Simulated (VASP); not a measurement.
# TePb (P6_3/mmc) in VASP: further runs

The runs below take TePb through single point, relaxation of cell and atoms, with PBE.

Program: VASP 6.6.1. These are calculated values, not measurements. Logs are shortened: lines on timing, memory, paths and dates and some standing lists are left out, and cuts for length are marked.

**1. The cell of the first run**

The structure is hexagonal, space group P6_3/mmc (No. 194). Conventional cell: a = 4.598 Å, b = 4.598 Å, c = 23.361 Å, α = 90.00°, β = 90.00°, γ = 120.00°. Within 4.4 Å of Pb (site symmetry -6m2) lie 6 Te at 3.33 Å. Within 4.3 Å of Pb (site symmetry 3m) lie 6 Te at 3.27 to 3.28 Å. Te (site symmetry 3m) has 6 Pb at 3.28 to 3.33 Å and 1 Te at 4.02 Å within 4.3 Å. Within 4.3 Å of Te (site symmetry -3m) lie 6 Pb at 3.27 Å.

**2. Single point, PBE**

Input file INCAR:

```
SYSTEM = TePb
  ALGO = Normal
  EDIFF = 1E-6
  ENCUT = 520
  GGA = PE
  ISIF = 2
  ISMEAR = 0
  LASPH = .True.
  LCHARG = .True.
  LELF = .True.
  LREAL = .False.
  LVHAR = .True.
  LWAVE = .False.
  NBANDS = 72
  NELM = 80
  PREC = Accurate
  SIGMA = 0.02
```

Input file KPOINTS:

```
k-points
0
Gamma
  6 6 2
  0 0 0
```

Input file POSCAR:

```
TePb
1.0
    4.5978200125      0.0000000000      0.0000000000
   -2.2989100062      3.9818289328      0.0000000000
    0.0000000000      0.0000000000     23.3606861256
Pb Te
6 6
Direct
    0.0000000000      0.0000000000      0.0000000000
    0.3333333333      0.6666666667      0.1682348236
    0.6666666667      0.3333333333      0.3317651764
    0.0000000000      0.0000000000      0.5000000000
    0.6666666667      0.3333333333      0.6682348236
    0.3333333333      0.6666666667      0.8317651764
    0.6666666667      0.3333333333      0.0859438851
    0.0000000000      0.0000000000      0.2500000000
    0.3333333333      0.6666666667      0.4140561149
    0.3333333333      0.6666666667      0.5859438851
    0.0000000000      0.0000000000      0.7500000000
    0.6666666667      0.3333333333      0.9140561149
```

Potentials or basis: VASP PAW PBE potentials, release 64 (Pb_d, Te).

The run is started by

```console
cat potpaw_PBE.64/Pb_d/POTCAR potpaw_PBE.64/Te/POTCAR > POTCAR
mpirun -np 1 vasp_std > vasp.out
```

OUTCAR:

```text
SYSTEM = TePb
   EDIFF = 1E-6
   ENCUT = 520
   GGA = PE
   ISIF = 2
   ISMEAR = 0
   LASPH = .True.
   LREAL = .False.
   NELM = 80
   PREC = Accurate

 ion  position               nearest neighbor table
   1  0.000  0.000  0.000-   7 3.33  12 3.33   7 3.33  12 3.33   7 3.33  12 3.33
   2  0.333  0.667  0.168-   8 3.27   8 3.27   8 3.27   7 3.28   7 3.28   7 3.28
   3  0.667  0.333  0.332-   8 3.27   8 3.27   8 3.27   9 3.28   9 3.28   9 3.28
   4  0.000  0.000  0.500-   9 3.33  10 3.33   9 3.33  10 3.33   9 3.33  10 3.33
   5  0.667  0.333  0.668-  11 3.27  11 3.27  11 3.27  10 3.28  10 3.28  10 3.28
   6  0.333  0.667  0.832-  11 3.27  11 3.27  11 3.27  12 3.28  12 3.28  12 3.28
   7  0.667  0.333  0.086-   2 3.28   2 3.28   2 3.28   1 3.33   1 3.33   1 3.33
   8  0.000  0.000  0.250-   2 3.27   3 3.27   2 3.27   3 3.27   3 3.27   2 3.27
   9  0.333  0.667  0.414-   3 3.28   3 3.28   3 3.28   4 3.33   4 3.33   4 3.33
  10  0.333  0.667  0.586-   5 3.28   5 3.28   5 3.28   4 3.33   4 3.33   4 3.33
  11  0.000  0.000  0.750-   5 3.27   6 3.27   6 3.27   5 3.27   5 3.27   6 3.27
  12  0.667  0.333  0.914-   6 3.28   6 3.28   6 3.28   1 3.33   1 3.33   1 3.33

  LATTYP: Found a hexagonal cell.
 ALAT       =     4.5978200125
 C/A-ratio  =     5.0808178794

  Lattice vectors:

 A1 = (   4.5978200125,   0.0000000000,   0.0000000000)
 A2 = (  -2.2989100062,   3.9818289328,   0.0000000000)
 A3 = (   0.0000000000,   0.0000000000,  23.3606861256)

Analysis of symmetry for initial positions (statically):
=====================================================================
 Subroutine PRICEL returns:
 Original cell was already a primitive cell.

 Routine SETGRP: Setting up the symmetry group for a
 hexagonal supercell.

 Subroutine GETGRP returns: Found 24 space group operations
 (whereof 12 operations were pure point group operations)
 out of a pool of 24 trial point group operations.

The static configuration has the point symmetry D_3h.
 The point group associated with its full space group is D_6h.

Analysis of symmetry for dynamics (positions and initial velocities):
=====================================================================
 Subroutine PRICEL returns:
 Original cell was already a primitive cell.

 Routine SETGRP: Setting up the symmetry group for a
 hexagonal supercell.

 Subroutine GETGRP returns: Found 24 space group operations
 (whereof 12 operations were pure point group operations)
 out of a pool of 24 trial point group operations.

The dynamic configuration has the point symmetry D_3h.
 The point group associated with its full space group is D_6h.

 Subroutine INISYM returns: Found 24 space group operations
 (whereof 12 operations are pure point group operations),
 and found     1 'primitive' translations

----------------------------------------------------------------------------------------

                                     Primitive cell

  volume of cell :     427.6812

  direct lattice vectors                    reciprocal lattice vectors
     4.597820012  0.000000000  0.000000000     0.217494377  0.125570437  0.000000000
    -2.298910006  3.981828933  0.000000000     0.000000000  0.251140874  0.000000000
     0.000000000  0.000000000 23.360686126     0.000000000  0.000000000  0.042806962

  length of vectors
     4.597820012  4.597820012 23.360686126     0.251140874  0.251140874  0.042806962

  position of ions in fractional coordinates (direct lattice)
     0.000000000  0.000000000  0.000000000
     0.333333333  0.666666667  0.168234824
     0.666666667  0.333333333  0.331765176
     0.000000000  0.000000000  0.500000000
     0.666666667  0.333333333  0.668234824
     0.333333333  0.666666667  0.831765176
     0.666666667  0.333333333  0.085943885
     0.000000000  0.000000000  0.250000000
     0.333333333  0.666666667  0.414056115
     0.333333333  0.666666667  0.585943885
     0.000000000  0.000000000  0.750000000
     0.666666667  0.333333333  0.914056115

  ion indices of the primitive-cell ions
   primitive index   ion index
                 1           1
                 2           2
                 3           3
                 4           4
                 5           5
                 6           6
                 7           7
                 8           8
                 9           9
                10          10
                11          11
                12          12

----------------------------------------------------------------------------------------

 KPOINTS: k-points

Automatic generation of k-mesh.
 Grid dimensions read from file:
 generate k-points for:    6    6    2

 Generating k-lattice:

  Cartesian coordinates                     Fractional coordinates (reciprocal lattice)
     0.036249063  0.020928406  0.000000000     0.166666667  0.000000000  0.000000000
     0.000000000  0.041856812  0.000000000     0.000000000  0.166666667  0.000000000
     0.000000000  0.000000000  0.021403481     0.000000000  0.000000000  0.500000000

  Length of vectors
     0.041856812  0.041856812  0.021403481

  Shift w.r.t. Gamma in fractional coordinates (k-lattice)
     0.000000000  0.000000000  0.000000000

 Subroutine IBZKPT returns following result:
 ===========================================

 Found     14 irreducible k-points:

 Following reciprocal coordinates:
            Coordinates               Weight
  0.000000  0.000000  0.000000      1.000000
  0.166667 -0.000000  0.000000      6.000000
  0.333333  0.000000  0.000000      6.000000
  0.500000  0.000000  0.000000      3.000000
  0.166667  0.166667  0.000000      6.000000
  0.333333  0.166667  0.000000     12.000000
  0.333333  0.333333  0.000000      2.000000
  0.000000  0.000000  0.500000      1.000000
  0.166667 -0.000000  0.500000      6.000000
  0.333333  0.000000  0.500000      6.000000
  0.500000  0.000000  0.500000      3.000000
  0.166667  0.166667  0.500000      6.000000
  0.333333  0.166667  0.500000     12.000000
  0.333333  0.333333  0.500000      2.000000
   k-points           NKPTS =     14   k-points in BZ     NKDIM =     14   number of bands    NBANDS=     72
   number of dos      NEDOS =    301   number of ions     NIONS =     12
   total plane-waves  NPLWV = 233280
   dimension x,y,z NGX =    36 NGY =   36 NGZ =  180
   dimension x,y,z NGXF=    72 NGYF=   72 NGZF=  360
   ions per type =               6   6
   NGX,Y,Z   is equivalent  to a cutoff of  13.02, 13.02, 12.81 a.u.
   NGXF,Y,Z  is equivalent  to a cutoff of  26.03, 26.03, 25.62 a.u.
 SYSTEM =  TePb
   PREC   = accura    normal or accurate (medium, high low for compatibility)
   ISTART =      0    job   : 0-new  1-cont  2-samecut
   ICHARG =      2    charge: 1-file 2-atom 10-const
   ISPIN  =      1    spin polarized calculation?
   LNONCOLLINEAR =      F non collinear calculations
   LSORBIT =      F    spin-orbit coupling
   LASPH  =      T    aspherical Exc in radial PAW
   ENCUT  =  520.0 eV  38.22 Ry    6.18 a.u.   8.55  8.55 43.44*2*pi/ulx,y,z
   NELM   =     80;   NELMIN=  2; NELMDL= -5     # of ELM steps
   EDIFF  = 0.1E-05   stopping-criterion for ELM
   LREAL  =      F    real-space projection
   EDIFFG = 0.1E-04   stopping-criterion for IOM
   NSW    =      0    number of steps for IOM
   IBRION =     -1    ionic relax: 0-MD 1-quasi-New 2-CG
   NFREE  =      0    steps in history (QN), initial steepest desc. (CG)
   ISIF   =      2    stress and relaxation
   ISYM   =      2    0-nonsym 1-usesym 2-fastsym
   POTIM  = 0.5000    time-step for ionic-motion
   TEBEG  =    0.0;   TEEND  =   0.0 temperature during run
   PSTRESS=    0.0 pullay stress
   NELECT =     120.0000    total number of electrons
   NUPDOWN=      -1.0000    fix difference up-down
   EMIN   =  10.00;   EMAX   =-10.00  energy-range for DOS
   EFERMI =   0.00;   METHOD = LEGACY
   ISMEAR =     0;   SIGMA  =   0.02  broadening in eV -4-tet -1-fermi 0-gaus
   EFERMI_NEDOS =   21; number of points for ismear=-14 and -15
   IALGO  =     38    algorithm
   IMIX   =      4    mixing-type and parameters
     AMIX     =   0.40;   BMIX     =  1.00
     AMIX_MAG =   1.60;   BMIX_MAG =  1.00
  volume/ion in A,a.u.               =      35.64       240.51
  Fermi-wavevector in a.u.,A,eV,Ry     =   1.071754  2.025322 15.628428  1.148657
  Thomas-Fermi vector in A             =   2.207504
   LORBIT       =      0    0 simple, 1 ext, 2 COOP (PROOUT), +10 PAW based schemes
   GGA     = PE    functional components
   LHFCALC =     F    Hartree Fock is set to
   AEXX    =    0.0000 exact exchange contribution
   IVDW    =     0    specifies the selected vdW correction
   LEPSILON=     F    determine dielectric tensor
   LRPA    =     F    only Hartree local field effects (RPA)
 non-spin polarized calculation
 Gauss-broadening in eV      SIGMA  =   0.02
  energy-cutoff  :      520.00
  volume of cell :      427.68
 maximum number of plane-waves:     11601
 NGX is ok and might be reduce to    36

 number of electron     119.9999986 magnetization

 Free energy of the ion-electron system (eV)
  ---------------------------------------------------
  ext. energy  EPLUGINS =         0.00000000
  ---------------------------------------------------
  free energy    TOTEN  =       -44.74952845 eV

  energy without entropy =      -44.74952845  energy(sigma->0) =      -44.74952845

 E-fermi :   5.1162     XC(G=0):  -9.0458

 val. band max:        4.9763305093   @ k =   0.1667  -0.0000   0.0000
 cond. band min:       5.6085547161   @ k =   0.5000   0.0000   0.0000
 fundamental gap:      0.6322242068
 Fermi energy:         5.1162390226

 k-point     1 :       0.0000    0.0000    0.0000
  band No.  band energies     occupation
      1     -11.8517      2.00000
      2     -11.8517      2.00000
      3     -11.8517      2.00000
      4     -11.8517      2.00000
      5     -11.8170      2.00000
      6     -11.8170      2.00000
[... 64 lines left out ...]
     71       7.9851      0.00000
     72       7.9855      0.00000

 k-point     2 :       0.1667   -0.0000    0.0000
  band No.  band energies     occupation
      1     -11.8532      2.00000
      2     -11.8532      2.00000
      3     -11.8470      2.00000
      4     -11.8470      2.00000
      5     -11.8218      2.00000
      6     -11.8218      2.00000
[... 64 lines left out ...]
     71       8.2025      0.00000
     72       8.2519      0.00000

 k-point     3 :       0.3333    0.0000    0.0000
  band No.  band energies     occupation
      1     -11.8565      2.00000
      2     -11.8565      2.00000
      3     -11.8374      2.00000
      4     -11.8374      2.00000
      5     -11.8314      2.00000
      6     -11.8314      2.00000
[... 814 lines left out ...]
     71       8.7801      0.00000
     72       8.7801      0.00000

 k-point    14 :       0.3333    0.3333    0.5000
  band No.  band energies     occupation
      1     -11.8488      2.00000
      2     -11.8488      2.00000
      3     -11.8394      2.00000
      4     -11.8394      2.00000
      5     -11.8351      2.00000
      6     -11.8351      2.00000
[... 64 lines left out ...]
     71       8.8863      0.00000
     72       8.8863      0.00000

------------------------ aborting loop because EDIFF is reached ----------------------------------------

  FORCE on cell =-STRESS in cart. coord.  units (eV):
  Direction    XX          YY          ZZ          XY          YZ          ZX
  --------------------------------------------------------------------------------------
  -------------------------------------------------------------------------------------
  Total       -0.1864587     -0.1864587     -0.1668877     -0.0000000     -0.0000000      0.0000000
  in kB       -0.6985106     -0.6985106     -0.6251939     -0.0000000     -0.0000000      0.0000000
  external PRESSURE =      -0.6740717 kB  Pullay stress =       0.0000000 kB

 VOLUME and BASIS-vectors are now :
 -----------------------------------------------------------------------------
  energy-cutoff  :      520.00
  volume of cell :      427.68
      direct lattice vectors                 reciprocal lattice vectors
     4.597820012  0.000000000  0.000000000     0.217494377  0.125570437  0.000000000
    -2.298910006  3.981828933  0.000000000     0.000000000  0.251140874  0.000000000
     0.000000000  0.000000000 23.360686126     0.000000000  0.000000000  0.042806962

 POSITION                                       TOTAL-FORCE (eV/Angst)
 -----------------------------------------------------------------------------------
      0.00000      0.00000      0.00000        -0.000000      0.000000      0.000000
     -0.00000      2.65455      3.93008        -0.000000     -0.000000     -0.005260
      2.29891      1.32728      7.75026         0.000000      0.000000      0.005260
      0.00000      0.00000     11.68034         0.000000      0.000000      0.000000
      2.29891      1.32728     15.61042         0.000000      0.000000     -0.005260
     -0.00000      2.65455     19.43061        -0.000000     -0.000000      0.005260
      2.29891      1.32728      2.00771         0.000000      0.000000     -0.004132
      0.00000      0.00000      5.84017        -0.000000      0.000000     -0.000000
     -0.00000      2.65455      9.67263        -0.000000      0.000000      0.004132
     -0.00000      2.65455     13.68805        -0.000000      0.000000     -0.004132
      0.00000      0.00000     17.52051        -0.000000     -0.000000     -0.000000
      2.29891      1.32728     21.35298         0.000000      0.000000      0.004132
 -----------------------------------------------------------------------------------
    total drift:                                0.000000      0.000000      0.000000

  FREE ENERGIE OF THE ION-ELECTRON SYSTEM (eV)
  ---------------------------------------------------
  free  energy   TOTEN  =       -44.7495284522 eV

  energy  without entropy=      -44.7495284522  energy(sigma->0) =      -44.74952845
```

Run time: 11 min. Hardware: 1 thread of AMD EPYC 7R43 (Zen 3), shared host; peak memory 0.66 GiB.

Results:

- Free energy: -44.7495 eV
- Pressure: -0.1 GPa
- Largest force: 0.005 eV/Å
- Band gap on the k mesh: 0.63 eV (least direct gap 0.75 eV)

Forces on the atoms (eV/Å):
```
Pb   0.000  0.000  0.000
Pb   0.000  0.000 -0.005
Pb   0.000  0.000  0.005
Pb   0.000  0.000  0.000
Pb   0.000  0.000 -0.005
Pb   0.000  0.000  0.005
Te   0.000  0.000 -0.004
Te   0.000  0.000  0.000
Te   0.000  0.000  0.004
Te   0.000  0.000 -0.004
Te   0.000  0.000  0.000
Te   0.000  0.000  0.004
```

Levels at points of the mesh, in eV from the valence-band top:
```csv
k point,band 57,band 58,band 59,band 60,band 61,band 62,band 63,band 64
"(0.00, 0.00, 0.00)",-0.53,-0.53,-0.32,-0.03,1.07,1.51,1.51,1.61
"(0.50, 0.00, 0.00)",-1.30,-0.72,-0.49,-0.11,0.63,1.25,1.37,1.84
"(0.00, 0.00, 0.50)",-0.59,-0.59,-0.16,-0.16,1.27,1.27,1.65,1.65
"(0.50, 0.00, 0.50)",-0.95,-0.95,-0.55,-0.55,1.18,1.18,1.69,1.69
```

Caveat: spin-orbit coupling is left out, which moves the levels of the heavy elements.

**3. Relaxation of cell and atoms, PBE**

This run uses another cell than the first one: it holds 4 atoms, not 12.

Input file INCAR:

```
SYSTEM = TePb
PREC     = Accurate       ! precision mode
ENCUT    = 600            ! plane-wave cutoff, eV
EDIFF    = 1E-6           ! SCF threshold, eV
ISMEAR   = 0              ! smearing method
SIGMA    = 0.02           ! smearing width, eV
LREAL    = .FALSE.        ! projectors in reciprocal space
LASPH    = .TRUE.         ! aspherical terms in the spheres
NELM     = 80             ! most SCF steps
ALGO     = Normal         ! electronic algorithm
ISIF     = 3              ! what is computed and relaxed
LWAVE    = .FALSE.        ! write WAVECAR
LCHARG   = .FALSE.        ! write CHGCAR
GGA      = PE             ! functional
IBRION   = 2              ! ionic algorithm
NSW      = 65             ! ionic steps
EDIFFG   = -0.01          ! ionic threshold
```

Input file KPOINTS:

```
Automatic mesh
0
G
  6 6 6
  0 0 0
```

Input file POSCAR:

```
TePb
1.0
    4.6452898470      0.0000000000      0.0000000000
   -2.3226449235      4.0229390155      0.0000000000
    0.0000000000      0.0000000000      7.5856413266
Pb Te
2 2
Direct
    0.0000000000      0.0000000000      0.0000000000
    0.3333333333      0.6666666667      0.5000000000
    0.6666666667      0.3333333333      0.2500000000
    0.6666666667      0.3333333333      0.7500000000
```

Potentials or basis: VASP PAW PBE potentials, release 64 (Pb_d, Te).

The run is started by

```console
cat potpaw_PBE.64/Pb_d/POTCAR potpaw_PBE.64/Te/POTCAR > POTCAR
mpirun -np 1 vasp_std > vasp.out
```

Run time: 4.3 min. Hardware: 1 thread of AMD EPYC 9R45 (Zen 5), shared host; peak memory 0.35 GiB.

It converged, with:

```
Free energy                           : -14.6821 eV
Relaxed volume                        : 35.77 Å³/atom
Relaxed cell                          : a = 4.500 Å, b = 4.500 Å, c = 8.158 Å, α = 90.00°, β = 90.00°, γ = 120.00°
Space group after relaxing (to 0.1 Å) : P6_3/mmc (No. 194)
Energy gained by relaxing             : 41.6 meV/atom
Ionic steps                           : 6
Pressure after relaxing               : 0.0 GPa
Band gap on the k mesh                : 0.26 eV (least direct gap 0.39 eV)
```

Step by step:
```tsv
step	energy change (eV)	largest force (eV/Å)	pressure (GPa)	volume (Å³)
1	0.0000	0.0000	1.01	141.76
2	-0.1277	0.0000	-0.50	146.26
3	-0.1404	0.0000	-1.20	148.60
4	-0.1408	0.0000	-1.08	148.19
5	-0.1662	0.0000	-0.11	143.49
6	-0.1665	0.0000	-0.02	143.07
```

Final structure:
```xyz
4
Lattice="4.5000 0.0000 0.0000 -2.2500 3.8971 0.0000 0.0000 0.0000 8.1583" Properties=species:S:1:pos:R:3 pbc="T T T"
Pb    0.0000    0.0000    0.0000
Pb    0.0000    2.5981    4.0791
Te    2.2500    1.2990    2.0396
Te    2.2500    1.2990    6.1187
```

Levels at points of the mesh, in eV from the valence-band top:
```
           k point  band 17  band 18  band 19  band 20  band 21  band 22  band 23  band 24
(0.00, 0.00, 0.00)    -1.10    -0.24    -0.24    -0.20     1.49     1.72     1.72     3.64
(0.50, 0.00, 0.00)    -2.25    -0.72    -0.32    -0.13     0.26     1.17     1.33     4.06
(0.00, 0.00, 0.50)    -0.76    -0.76    -0.76    -0.76     2.63     2.63     2.63     2.63
(0.50, 0.00, 0.50)    -1.98    -1.98    -1.70    -1.70     2.18     2.18     3.13     3.13
```

Caveat: spin-orbit coupling is left out, which moves the levels of the heavy elements. A k mesh can miss the band edges.
